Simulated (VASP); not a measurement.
The system is Co.

```
Co
1.0
     2.80827    0.00000    0.00000
     0.00000    2.80827    0.00000
     0.00000    0.00000    2.80827
Co
2
Direct
  0.00000 0.00000 0.00000
  0.50000 0.50000 0.50000
```

```yaml
Program: VASP 6.6.1
Task: relaxation of cell and atoms
Functional: LDA
Potentials_or_basis: VASP PAW LDA potentials, release 64 (Co)
Cutoff: 600 eV
k_mesh: 11 × 11 × 11
Occupations: fermi-dirac, width 0.05 eV
Spin: collinear spin, antiferromagnetic start
Starting_moments: "[1.7, -1.7] μB"
```

At the start: pressure -25.8 GPa; volume 11.07 Å³/atom.

How do energy, volume and symmetry change on relaxing?

Over 4 steps the energy falls by 115.4 meV/atom and the volume is 9.81 Å³/atom (-11.4 %); space group Im-3m (No. 229, to 0.05 Å); moment 0.00 μB per cell.

Step by step:
| step | energy change (eV) | largest force (eV/Å) | pressure (GPa) | volume (Å³) |
| --- | --- | --- | --- | --- |
| 1 | 0.0000 | 0.0000 | -25.75 | 22.15 |
| 2 | 0.2084 | 0.0000 | 60.27 | 16.92 |
| 3 | -0.2305 | 0.0000 | -1.21 | 19.69 |
| 4 | -0.2308 | 0.0000 | -0.15 | 19.63 |

Final structure:
```cif
data_structure
_symmetry_space_group_name_H-M 'P 1'
_symmetry_Int_Tables_number 1
_cell_length_a 2.6974
_cell_length_b 2.6974
_cell_length_c 2.6974
_cell_angle_alpha 90.000
_cell_angle_beta 90.000
_cell_angle_gamma 90.000
_cell_volume 19.63
loop_
_atom_site_label
_atom_site_type_symbol
_atom_site_fract_x
_atom_site_fract_y
_atom_site_fract_z
_atom_site_occupancy
Co1 Co 0.00000 0.00000 0.00000 1
Co2 Co 0.50000 0.50000 0.50000 1
```
